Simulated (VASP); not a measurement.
# Re (P6_3/mmc) in VASP: a series of runs

Runs on Re. Level: PBE+D3(BJ). Tasks: single point.

Program: VASP 6.6.1. These are calculated values, not measurements. Logs are shortened: lines on timing, memory, paths and dates and some standing lists are left out, and cuts for length are marked.

### Step 1. The cell of the first run

It takes space group P6_3/mmc (No. 194, hexagonal). Conventional cell: a = 2.723 Å, b = 2.723 Å, c = 4.398 Å, α = 90.00°, β = 90.00°, γ = 120.00°. Re (site symmetry -6m2) has 12 Re at 2.70 to 2.72 Å within 3.6 Å.

### Step 2. Single point, PBE+D3(BJ)

INCAR

```
PREC = Accurate ; ENCUT = 520
EDIFF = 1E-6 ; ISMEAR = -1
SIGMA = 0.05 ; LREAL = F
LASPH = T ; NELM = 100
ALGO = Normal ; ISIF = 2
LWAVE = F ; LCHARG = F
GGA = PE ; IVDW = 12
NBANDS = 14
```

KPOINTS

```
regular mesh
0
Gamma
  11 11 6
```

POSCAR

```
Re
1.0
    2.7234873179      0.0000000000      0.0000000000
   -1.3617436590      2.3586092042      0.0000000000
    0.0000000000      0.0000000000      4.3979466679
Re
2
Direct
    0.6666666667      0.3333333333      0.7500000000
    0.3333333333      0.6666666667      0.2500000000
```

Potentials or basis: VASP PAW PBE potentials, release 64 (Re).

On the command line:

```
> cat potpaw_PBE.64/Re/POTCAR > POTCAR
> mpirun -np 1 vasp_std > vasp.out
```

OUTCAR:

```text
PREC = Accurate
   ENCUT = 520
   EDIFF = 1E-6
   ISMEAR = -1
   LREAL = F
   LASPH = T
   NELM = 100
   ISIF = 2
   GGA = PE
   IVDW = 12
 IVDW          = 12

 ion  position               nearest neighbor table
   1  0.667  0.333  0.750-   2 2.70   2 2.70   2 2.70   2 2.70   2 2.70   2 2.70
   2  0.333  0.667  0.250-   1 2.70   1 2.70   1 2.70   1 2.70   1 2.70   1 2.70

  LATTYP: Found a hexagonal cell.
 ALAT       =     2.7234873179
 C/A-ratio  =     1.6148217908

  Lattice vectors:

 A1 = (   2.7234873179,   0.0000000000,   0.0000000000)
 A2 = (  -1.3617436590,   2.3586092042,   0.0000000000)
 A3 = (   0.0000000000,   0.0000000000,   4.3979466679)

Analysis of symmetry for initial positions (statically):
=====================================================================
 Subroutine PRICEL returns:
 Original cell was already a primitive cell.

 Routine SETGRP: Setting up the symmetry group for a
 hexagonal supercell.

 Subroutine GETGRP returns: Found 24 space group operations
 (whereof 12 operations were pure point group operations)
 out of a pool of 24 trial point group operations.

The static configuration has the point symmetry D_3d.
 The point group associated with its full space group is D_6h.

Analysis of symmetry for dynamics (positions and initial velocities):
=====================================================================
 Subroutine PRICEL returns:
 Original cell was already a primitive cell.

 Routine SETGRP: Setting up the symmetry group for a
 hexagonal supercell.

 Subroutine GETGRP returns: Found 24 space group operations
 (whereof 12 operations were pure point group operations)
 out of a pool of 24 trial point group operations.

The dynamic configuration has the point symmetry D_3d.
 The point group associated with its full space group is D_6h.

 Subroutine INISYM returns: Found 24 space group operations
 (whereof 12 operations are pure point group operations),
 and found     1 'primitive' translations

----------------------------------------------------------------------------------------

                                     Primitive cell

  volume of cell :      28.2508

  direct lattice vectors                    reciprocal lattice vectors
     2.723487318  0.000000000  0.000000000     0.367176301  0.211989336  0.000000000
    -1.361743659  2.358609204  0.000000000     0.000000000  0.423978673  0.000000000
     0.000000000  0.000000000  4.397946668     0.000000000  0.000000000  0.227378837

  length of vectors
     2.723487318  2.723487318  4.397946668     0.423978673  0.423978673  0.227378837

  position of ions in fractional coordinates (direct lattice)
     0.666666667  0.333333333  0.750000000
     0.333333333  0.666666667  0.250000000

[... 90 lines left out ...]
   EFERMI =   0.00;   METHOD = LEGACY
   ISMEAR =    -1;   SIGMA  =   0.05  broadening in eV -4-tet -1-fermi 0-gaus
   EFERMI_NEDOS =   21; number of points for ismear=-14 and -15
   IALGO  =     38    algorithm
   IMIX   =      4    mixing-type and parameters
     AMIX     =   0.40;   BMIX     =  1.00
     AMIX_MAG =   1.60;   BMIX_MAG =  1.00
  volume/ion in A,a.u.               =      14.13        95.32
  Fermi-wavevector in a.u.,A,eV,Ry     =   1.295509  2.448157 22.835248  1.678343
  Thomas-Fermi vector in A             =   2.427024
   LORBIT       =      0    0 simple, 1 ext, 2 COOP (PROOUT), +10 PAW based schemes
   GGA     = PE    functional components
   LHFCALC =     F    Hartree Fock is set to
   AEXX    =    0.0000 exact exchange contribution
   IVDW    =    12    specifies the selected vdW correction
   LEPSILON=     F    determine dielectric tensor
   LRPA    =     F    only Hartree local field effects (RPA)
 non-spin polarized calculation
  energy-cutoff  :      520.00
  volume of cell :       28.25
 maximum number of plane-waves:       782
   NGX = 11   NGY = 11   NGZ = 17

 number of electron      14.0000000 magnetization

 Free energy of the ion-electron system (eV)
  ---------------------------------------------------
  ext. energy  EPLUGINS =         0.00000000
  ---------------------------------------------------
  free energy    TOTEN  =       -24.74147515 eV

  energy without entropy =      -24.72904311  energy(sigma->0) =      -24.73525913

 E-fermi :   8.4150     XC(G=0): -13.9566

 val. band max:        8.3863122352   @ k =   0.3636  -0.0000   0.3333
 cond. band min:       8.4660741384   @ k =   0.1818   0.0909   0.0000
 fundamental gap:      0.0797619032
 Fermi energy:         8.4149944192

 k-point     1 :       0.0000    0.0000    0.0000
  band No.  band energies     occupation
      1      -1.7498      2.00000
      2       1.4693      2.00000
      3       6.7078      2.00000
      4       6.7078      2.00000
      5       6.7149      2.00000
      6       7.6021      2.00000
      7       7.6021      2.00000
      8       8.5885      0.06030
      9       8.5885      0.06030
     10       9.1109      0.00000
     11      11.9557      0.00000
     12      11.9557      0.00000
     13      18.9738      0.00000
     14      22.5960      0.00000
[... 377 lines left out ...]
      1       0.6609      2.00000
      2       3.2495      2.00000
      3       4.6578      2.00000
      4       4.9943      2.00000
      5       6.3243      2.00000
      6       7.0633      2.00000
      7       7.7147      2.00000
      8       8.7029      0.00630
      9       9.4595      0.00000
     10       9.8788      0.00000
     11      12.3988      0.00000
     12      15.6284      0.00000
     13      20.0986      0.00000
     14      24.8843      0.00000

 [... further k-points ...]

------------------------ aborting loop because EDIFF is reached ----------------------------------------

 Edisp (eV)   -1.36687

 E8    (eV) :    -0.6885

  FORCE on cell =-STRESS in cart. coord.  units (eV):
  Direction    XX          YY          ZZ          XY          YZ          ZX
  --------------------------------------------------------------------------------------
  -------------------------------------------------------------------------------------
  Total       2.68844     2.68844     2.73213    -0.00000     0.00000    -0.00000
  in kB     152.46825   152.46825   154.94605    -0.00000     0.00000    -0.00000
  external pressure =      153.29 kB  Pullay stress =        0.00 kB

 VOLUME and BASIS-vectors are now :
 -----------------------------------------------------------------------------
  energy-cutoff  :      520.00
  volume of cell :       28.25
      direct lattice vectors                 reciprocal lattice vectors
     2.723487318  0.000000000  0.000000000     0.367176301  0.211989336  0.000000000
    -1.361743659  2.358609204  0.000000000     0.000000000  0.423978673  0.000000000
     0.000000000  0.000000000  4.397946668     0.000000000  0.000000000  0.227378837

 POSITION                                       TOTAL-FORCE (eV/Angst)
 -----------------------------------------------------------------------------------
      1.36174      0.78620      3.29846         0.000000     -0.000000      0.000000
     -0.00000      1.57241      1.09949        -0.000000      0.000000      0.000000
 -----------------------------------------------------------------------------------
    total drift:                               -0.000000      0.000000     -0.000000

  FREE ENERGIE OF THE ION-ELECTRON SYSTEM (eV)
  ---------------------------------------------------
  free  energy   TOTEN  =       -26.1083428765 eV

  energy  without entropy=      -26.0959108415  energy(sigma->0) =      -26.10212686
```

OSZICAR:

```text
N       E                     dE             d eps       ncg     rms          rms(c)
DAV:   1     0.206312245349E+02    0.20631E+02   -0.68801E+03  3584   0.126E+03
DAV:   2    -0.250625964899E+02   -0.45694E+02   -0.40391E+02  2932   0.286E+02
DAV:   3    -0.260573282260E+02   -0.99473E+00   -0.96539E+00  2754   0.422E+01
DAV:   4    -0.260672343162E+02   -0.99061E-02   -0.98982E-02  2770   0.291E+00
DAV:   5    -0.260674292320E+02   -0.19492E-03   -0.19489E-03  2758   0.720E-01    0.462E+01
DAV:   6    -0.251078978116E+02    0.95953E+00   -0.64302E-01  3112   0.225E+01    0.201E+01
DAV:   7    -0.247528141791E+02    0.35508E+00   -0.51911E-01  3128   0.196E+01    0.503E-01
DAV:   8    -0.247424395295E+02    0.10375E-01   -0.65980E-03  2744   0.660E-01    0.142E-01
DAV:   9    -0.247414559912E+02    0.98354E-03   -0.54053E-04  3342   0.259E-01    0.394E-02
DAV:  10    -0.247414741958E+02   -0.18205E-04   -0.47894E-05  2886   0.604E-02    0.164E-02
DAV:  11    -0.247414756602E+02   -0.14644E-05   -0.22164E-07  1722   0.186E-02    0.239E-03
DAV:  12    -0.247414751460E+02    0.51415E-06   -0.15685E-07  1376   0.908E-03
   1 F= -.26108343E+02 E0= -.26102127E+02  d E =-.124320E-01
```

stdout:

```text
POSCAR found type information on POSCAR Re
 POSCAR found :  1 types and       2 ions
 scaLAPACK will be used
 LDA part: xc-table for (Slater+PW92), standard interpolation
 POSCAR, INCAR and KPOINTS ok, starting setup
 FFT: planning ... GRIDC
 FFT: planning ... GRID_SOFT
 FFT: planning ... GRID
 WAVECAR not read
 entering main loop
```

Run time: 21 s. Hardware: 1 thread of Intel Xeon Platinum 8375C at 2.90GHz (Ice Lake), shared host; peak memory 0.16 GiB.

Results:

- Free energy: -26.1083 eV
- Pressure: 15.3 GPa
- Band gap on the k mesh: zero (band 7 reaches 9.87 eV, above the bottom of band 8 at 6.57 eV)
- Dispersion energy per atom: -0.683 eV

Caveat: spin-orbit coupling is left out, which moves the levels of the heavy elements; pairwise dispersion overbinds metals, which lowers pressure and volume.

### Step 3. Single point, PBE+D3(BJ)

This run uses another cell than the first one, of 14.42 Å³/atom, 1.021 times its volume.

INCAR

```
SYSTEM = Re
PREC = Accurate ; ENCUT = 520
EDIFF = 1E-6 ; ISMEAR = -1
SIGMA = 0.05 ; LREAL = .FALSE.
LASPH = .TRUE. ; NELM = 100
ALGO = Normal ; ISIF = 2
LWAVE = .FALSE. ; LCHARG = .FALSE.
GGA = PE ; IVDW = 12
NBANDS = 14
```

KPOINTS

```
regular mesh
0
G
  11 11 6
  0 0 0
```

POSCAR

```
Re
1.0
    2.7422705826      0.0000000000      0.0000000000
   -1.3711352913      2.3748759886      0.0000000000
    0.0000000000      0.0000000000      4.4282782931
Re
2
Direct
    0.6666666667      0.3333333333      0.7500000000
    0.3333333333      0.6666666667      0.2500000000
```

Potentials or basis: VASP PAW PBE potentials, release 64 (Re).

On the command line:

```
> cat potpaw_PBE.64/Re/POTCAR > POTCAR
> mpirun -np 1 vasp_std > vasp.out
```

Run time: 18 s. Hardware: 1 thread of Intel Xeon Platinum 8375C at 2.90GHz (Ice Lake), shared host; peak memory 0.16 GiB.

The run converged. Its results:

```yaml
Free_energy: -26.1482 eV
Pressure: 6.3 GPa
Band_gap_on_the_k_mesh: zero (band 7 reaches 9.55 eV, above the bottom of band 8 at 6.37 eV)
Dispersion_energy_per_atom: -0.669 eV
```

Stress tensor (GPa, compression positive):
```
6.25 0.00 0.00
0.00 6.25 0.00
0.00 0.00 6.45
```

Levels at points of the mesh, in eV from the Fermi level:
| k point | band 5 | band 6 | band 7 | band 8 | band 9 | band 10 |
| --- | --- | --- | --- | --- | --- | --- |
| (0.00, 0.00, 0.00) | -1.64 | -0.78 | -0.78 | 0.18 | 0.18 | 0.65 |
| (0.00, 0.00, 0.50) | -1.78 | -1.78 | -1.78 | -1.78 | 2.61 | 2.61 |

Caveat: spin-orbit coupling is left out, which moves the levels of the heavy elements; pairwise dispersion overbinds metals, which lowers pressure and volume.
